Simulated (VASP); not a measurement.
# LiC2 (P-6m2) in VASP: a series of runs, part 2 of 2

VASP 6.6.1.

## 4. Relaxation of cell and atoms, PBE

The input, INCAR:

```
PREC = Accurate ; ENCUT = 600
EDIFF = 1E-7 ; ISMEAR = 0
SIGMA = 0.1 ; LREAL = F
LASPH = T ; NELM = 80
ALGO = Normal ; ISIF = 3
LWAVE = F ; LCHARG = F
GGA = PE ; IBRION = 2
NSW = 90 ; EDIFFG = -0.04
```

The input, KPOINTS:

```
regular mesh
0
Gamma
  6 6 4
```

The input, POSCAR:

```
LiC2
1.0
    2.6799703300      0.0000000000      0.0000000000
   -1.3399851600      2.3209223800      0.0000000000
    0.0000000000      0.0000000000      4.2246580700
Li C
1 2
Direct
    0.0000000000      0.0000000000      0.0000000000
    0.6666666700      0.3333333300      0.7249647000
    0.6666666700      0.3333333300      0.2750353000
```

Potentials or basis: VASP PAW PBE potentials, release 64 (Li_sv, C).

Started as:

```
cat potpaw_PBE.64/Li_sv/POTCAR potpaw_PBE.64/C/POTCAR > POTCAR
mpirun -np 1 vasp_std > vasp.out
```

OUTCAR:

```text
PREC = Accurate
   ENCUT = 600
   EDIFF = 1E-7
   ISMEAR = 0
   LREAL = F
   LASPH = T
   NELM = 80
   ISIF = 3
   GGA = PE
   IBRION = 2
   NSW = 90
   EDIFFG = -0.04

 ion  position               nearest neighbor table
   1  0.000  0.000  0.000-   2 1.93   3 1.93   2 1.93   3 1.93   2 1.93   3 1.93
   2  0.667  0.333  0.725-   3 1.90   1 1.93   1 1.93   1 1.93
   3  0.667  0.333  0.275-   2 1.90   1 1.93   1 1.93   1 1.93

  LATTYP: Found a hexagonal cell.
 ALAT       =     2.6799703300
 C/A-ratio  =     1.5763824035

  Lattice vectors:

 A1 = (   2.6799703300,   0.0000000000,   0.0000000000)
 A2 = (  -1.3399851600,   2.3209223800,   0.0000000000)
 A3 = (   0.0000000000,   0.0000000000,   4.2246580700)

Analysis of symmetry for initial positions (statically):
=====================================================================
 Subroutine PRICEL returns:
 Original cell was already a primitive cell.

 Routine SETGRP: Setting up the symmetry group for a
 hexagonal supercell.

 Subroutine GETGRP returns: Found 12 space group operations
 (whereof 12 operations were pure point group operations)
 out of a pool of 24 trial point group operations.

The static configuration has the point symmetry D_3h.

Analysis of symmetry for dynamics (positions and initial velocities):
=====================================================================
 Subroutine PRICEL returns:
 Original cell was already a primitive cell.

 Routine SETGRP: Setting up the symmetry group for a
 hexagonal supercell.

 Subroutine GETGRP returns: Found 12 space group operations
 (whereof 12 operations were pure point group operations)
 out of a pool of 24 trial point group operations.

The dynamic configuration has the point symmetry D_3h.

 Subroutine INISYM returns: Found 12 space group operations
 (whereof 12 operations are pure point group operations),
 and found     1 'primitive' translations

----------------------------------------------------------------------------------------

                                     Primitive cell

  volume of cell :      26.2774

  direct lattice vectors                    reciprocal lattice vectors
     2.679970330  0.000000000  0.000000000     0.373138459  0.215431590  0.000000000
    -1.339985160  2.320922380  0.000000000     0.000000000  0.430863181  0.000000000
     0.000000000  0.000000000  4.224658070     0.000000000  0.000000000  0.236705547

  length of vectors
     2.679970330  2.679970321  4.224658070     0.430863180  0.430863181  0.236705547

  position of ions in fractional coordinates (direct lattice)
     0.000000000  0.000000000  0.000000000
     0.666666670  0.333333330  0.724964700
     0.666666670  0.333333330  0.275035300

  ion indices of the primitive-cell ions
   primitive index   ion index
                 1           1
                 2           2
                 3           3

----------------------------------------------------------------------------------------

 KPOINTS: regular mesh

Automatic generation of k-mesh.
 Grid dimensions read from file:
 generate k-points for:    6    6    4

 Generating k-lattice:

  Cartesian coordinates                     Fractional coordinates (reciprocal lattice)
     0.062189743  0.035905265  0.000000000     0.166666667 -0.000000000  0.000000000
     0.000000000  0.071810530  0.000000000     0.000000000  0.166666667  0.000000000
     0.000000000  0.000000000  0.059176387     0.000000000  0.000000000  0.250000000

  Length of vectors
     0.071810530  0.071810530  0.059176387

  Shift w.r.t. Gamma in fractional coordinates (k-lattice)
     0.000000000  0.000000000  0.000000000

 Subroutine IBZKPT returns following result:
 ===========================================

 Found     21 irreducible k-points:

 Following reciprocal coordinates:
            Coordinates               Weight
  0.000000  0.000000  0.000000      1.000000
  0.166667 -0.000000  0.000000      6.000000
  0.333333 -0.000000  0.000000      6.000000
  0.500000 -0.000000  0.000000      3.000000
  0.166667  0.166667  0.000000      6.000000
  0.333333  0.166667  0.000000     12.000000
[... 13 lines left out ...]
  0.333333  0.166667  0.500000     12.000000
  0.333333  0.333333  0.500000      2.000000
   k-points           NKPTS =     21   k-points in BZ     NKDIM =     21   number of bands    NBANDS=      9
   number of dos      NEDOS =    301   number of ions     NIONS =      3
   total plane-waves  NPLWV =  20736
   dimension x,y,z NGX =    24 NGY =   24 NGZ =   36
   dimension x,y,z NGXF=    48 NGYF=   48 NGZF=   72
   ions per type =               1   2
   NGX,Y,Z   is equivalent  to a cutoff of  14.89, 14.89, 14.17 a.u.
   NGXF,Y,Z  is equivalent  to a cutoff of  29.78, 29.78, 28.33 a.u.
 SYSTEM =  unknown system
   PREC   = accura    normal or accurate (medium, high low for compatibility)
   ISTART =      0    job   : 0-new  1-cont  2-samecut
   ICHARG =      2    charge: 1-file 2-atom 10-const
   ISPIN  =      1    spin polarized calculation?
   LNONCOLLINEAR =      F non collinear calculations
   LSORBIT =      F    spin-orbit coupling
   LASPH  =      T    aspherical Exc in radial PAW
   ENCUT  =  600.0 eV  44.10 Ry    6.64 a.u.   5.35  5.35  8.44*2*pi/ulx,y,z
   NELM   =     80;   NELMIN=  2; NELMDL= -5     # of ELM steps
   EDIFF  = 0.1E-06   stopping-criterion for ELM
   LREAL  =      F    real-space projection
   EDIFFG = -.4E-01   stopping-criterion for IOM
   NSW    =     90    number of steps for IOM
   IBRION =      2    ionic relax: 0-MD 1-quasi-New 2-CG
   NFREE  =      1    steps in history (QN), initial steepest desc. (CG)
   ISIF   =      3    stress and relaxation
   ISYM   =      2    0-nonsym 1-usesym 2-fastsym
   POTIM  = 0.5000    time-step for ionic-motion
   TEBEG  =    0.0;   TEEND  =   0.0 temperature during run
   PSTRESS=    0.0 pullay stress
   NELECT =      11.0000    total number of electrons
   NUPDOWN=      -1.0000    fix difference up-down
   EMIN   =  10.00;   EMAX   =-10.00  energy-range for DOS
   EFERMI =   0.00;   METHOD = LEGACY
   ISMEAR =     0;   SIGMA  =   0.10  broadening in eV -4-tet -1-fermi 0-gaus
   EFERMI_NEDOS =   21; number of points for ismear=-14 and -15
   IALGO  =     38    algorithm
   IMIX   =      4    mixing-type and parameters
     AMIX     =   0.40;   BMIX     =  1.00
     AMIX_MAG =   1.60;   BMIX_MAG =  1.00
  volume/ion in A,a.u.               =       8.76        59.11
  Fermi-wavevector in a.u.,A,eV,Ry     =   1.224649  2.314251 20.405548  1.499765
  Thomas-Fermi vector in A             =   2.359716
   LORBIT       =      0    0 simple, 1 ext, 2 COOP (PROOUT), +10 PAW based schemes
   GGA     = PE    functional components
   LHFCALC =     F    Hartree Fock is set to
   AEXX    =    0.0000 exact exchange contribution
   IVDW    =     0    specifies the selected vdW correction
   LEPSILON=     F    determine dielectric tensor
   LRPA    =     F    only Hartree local field effects (RPA)
 conjugate gradient relaxation of ions
 non-spin polarized calculation
 Gauss-broadening in eV      SIGMA  =   0.10
  energy-cutoff  :      600.00
  volume of cell :       26.28
 maximum number of plane-waves:       905
 NGX is ok and might be reduce to    24
   NGX = 11   NGY = 11   NGZ = 17

--------------------------------------- Ionic step        1  -------------------------------------------

 number of electron      10.9999999 magnetization

 Free energy of the ion-electron system (eV)
  ---------------------------------------------------
  ext. energy  EPLUGINS =         0.00000000
  ---------------------------------------------------
  free energy    TOTEN  =       -12.22957185 eV

  energy without entropy =      -12.22358732  energy(sigma->0) =      -12.22657958

------------------------ aborting loop because EDIFF is reached ----------------------------------------

  FORCE on cell =-STRESS in cart. coord.  units (eV):
  Direction    XX          YY          ZZ          XY          YZ          ZX
  --------------------------------------------------------------------------------------
  -------------------------------------------------------------------------------------
  Total       -0.3139336     -0.3139336     -1.2654107     -0.0000000      0.0000000      0.0000000
  in kB      -19.1410700    -19.1410699    -77.1542601     -0.0000000      0.0000000      0.0000000
  external PRESSURE =     -38.4788000 kB  Pullay stress =       0.0000000 kB
[... 604 lines left out ...]
 k-point    21 :       0.3333    0.3333    0.5000
  band No.  band energies     occupation
      1     -43.5478      2.00000
      2     -11.5082      2.00000
      3      -3.5851      2.00000
      4      -1.8233      2.00000
      5      -1.5703      2.00000
      6       1.0500      0.00000
      7       2.9192      0.00000
      8       4.3828      0.00000
      9      12.6369      0.00000

[... ionic steps 4 to 38 ...]

--------------------------------------- Ionic step       39  -------------------------------------------

 number of electron      10.9999996 magnetization

------------------------ aborting loop because EDIFF is reached ----------------------------------------
[... 69 lines left out ...]
--------------------------------------- Ionic step       41  -------------------------------------------

 number of electron      10.9999996 magnetization

 Free energy of the ion-electron system (eV)
  ---------------------------------------------------
  ext. energy  EPLUGINS =         0.00000000
  ---------------------------------------------------
  free energy    TOTEN  =       -16.17233341 eV

  energy without entropy =      -16.16768149  energy(sigma->0) =      -16.17000745

 E-fermi :   0.4656     XC(G=0):  -9.1342

 val. band max:        0.3605363166   @ k =   0.3333  -0.0000   0.2500
 cond. band min:       0.4906018061   @ k =   0.3333  -0.0000   0.5000
 fundamental gap:      0.1300654895
 Fermi energy:         0.4656063668
[... 280 lines left out ...]
  FREE ENERGIE OF THE ION-ELECTRON SYSTEM (eV)
  ---------------------------------------------------
  free  energy   TOTEN  =       -16.1723334065 eV

  energy  without entropy=      -16.1676814939  energy(sigma->0) =      -16.17000745

 reached required accuracy - stopping structural energy minimisation
```

OSZICAR:

```text
N       E                     dE             d eps       ncg     rms          rms(c)
DAV:   1     0.246375042442E+02    0.24638E+02   -0.52657E+03   378   0.123E+03
DAV:   2    -0.113205552505E+02   -0.35958E+02   -0.34976E+02   630   0.176E+02
DAV:   3    -0.125383673113E+02   -0.12178E+01   -0.11895E+01   416   0.319E+01
DAV:   4    -0.125937968963E+02   -0.55430E-01   -0.55371E-01   527   0.631E+00
[... 427 lines left out ...]
       N       E                     dE             d eps       ncg     rms          rms(c)
DAV:   1    -0.161723348253E+02   -0.36218E-04   -0.18630E-04   385   0.132E-01    0.732E-03
DAV:   2    -0.161723336430E+02    0.11823E-05   -0.34743E-06   568   0.176E-02    0.431E-03
DAV:   3    -0.161723334687E+02    0.17432E-06   -0.15052E-06   394   0.901E-03    0.121E-03
DAV:   4    -0.161723334065E+02    0.62243E-07   -0.96465E-08   210   0.279E-03
  41 F= -.16172333E+02 E0= -.16170007E+02  d E =-.347621E-04
```

Run time: 3 min. Hardware: 1 thread of Intel Xeon Platinum 8259CL at 2.50GHz (Skylake/Cascade Lake), shared host; peak memory 0.15 GiB.

What came out:

| Item | Value |
| --- | --- |
| Free energy | -16.1723 eV |
| Relaxed volume | 11.77 Å³/atom |
| Relaxed cell | a = 3.104 Å, b = 3.104 Å, c = 4.232 Å, α = 90.00°, β = 90.00°, γ = 120.00° |
| Space group after relaxing (to 0.1 Å) | P-6m2 (No. 187) |
| Pressure after relaxing | 0.4 GPa |
| Largest force after relaxing | 0.036 eV/Å |
| Band gap on the k mesh | zero (an odd number of electrons rules out a gap without spin polarisation) |

Forces on the atoms (eV/Å):
```
Li   0.000  0.000  0.000
C    0.000  0.000  0.036
C    0.000  0.000 -0.036
```

Final structure:
```cif
data_structure
_symmetry_space_group_name_H-M 'P 1'
_symmetry_Int_Tables_number 1
_cell_length_a 3.1038
_cell_length_b 3.1038
_cell_length_c 4.2319
_cell_angle_alpha 90.000
_cell_angle_beta 90.000
_cell_angle_gamma 120.000
_cell_volume 35.31
loop_
_atom_site_label
_atom_site_type_symbol
_atom_site_fract_x
_atom_site_fract_y
_atom_site_fract_z
_atom_site_occupancy
Li1 Li 0.00000 0.00000 0.00000 1
C1 C 0.66667 0.33333 0.34907 1
C2 C 0.66667 0.33333 0.65093 1
```

Caveat: the k points lie up to 0.39 Å⁻¹ apart in the final cell, too coarse for converged energies and pressures of a metal; the cutoff is under 1.25 times the usual one of these potentials, so pressure, stress and relaxed cells hold a basis-set (Pulay) error; the volume moved by over 15 % at a fixed basis, so the end points are rough.

## 5. The runs side by side

```csv
task,cell,cutoff (eV),gap on the mesh (eV),largest force (eV/Å)
single point,"a = 2.680, b = 2.680, c = 4.225 Å, angles 90.0, 90.0, 120.0°, 3 atoms, atomic positions A",520,none,5.50
single point,"a = 3.126, b = 3.126, c = 4.248 Å, angles 90.0, 90.0, 120.0°, 3 atoms, atomic positions B",520,none,0.10
relaxation of cell and atoms,"relaxed from a = 2.680, b = 2.680, c = 4.225 Å, angles 90.0, 90.0, 120.0°, 3 atoms, atomic positions A",600,none,0.04
```

Alike in all rows: level PBE; potentials or basis VASP PAW PBE potentials, release 64 (Li_sv, C); no spin polarisation; k mesh 6 × 6 × 4; smearing gaussian 0.1 eV.

Caveats: all runs use coarse meshes; the cutoff is under 1.25 times the usual one of these potentials, so pressure, stress and relaxed cells hold a basis-set (Pulay) error; forces of over 1 eV/Å act on the atoms, so gaps and moduli don't describe the material at rest (at least some runs); the volume moved by over 15 % at a fixed basis, so the end points are rough (at least some runs).

Absolute energies hang on the potentials; compare differences alone.
